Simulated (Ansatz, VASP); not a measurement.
# One calculation of CuF, two programs

```
Cu F
1.0
     3.50866    0.00000    0.00000
    -1.75433    3.03859    0.00000
     0.00000    0.00000    5.08252
Cu F
2 2
Direct
  0.33333 0.66667 0.25000
  0.66667 0.33333 0.75000
  0.66667 0.33333 0.25000
  0.33333 0.66667 0.75000
```

Alike in both runs: task single point; functional PBE; k mesh 6 × 6 × 4; occupations fermi-dirac, width 0.02 eV; no spin polarisation.

```csv
,VASP,Ansatz
version,VASP 6.6.1,Ansatz 0.2.0
potentials or method,"VASP PAW PBE potentials, release 64 (Cu_sv_GW, F)","plane waves, PAW"
plane-wave cutoff (eV),700,420
valence electrons in the cell,52,52
```

VASP gave:

- pressure (GPa): 2.1
- traceless stress, the component that is largest in VASP (GPa): -0.70

Problem. What did Ansatz give for the same quantities?

Solution. Pressure (GPa): 4.4; traceless stress, the component that is largest in VASP (GPa): -0.58.
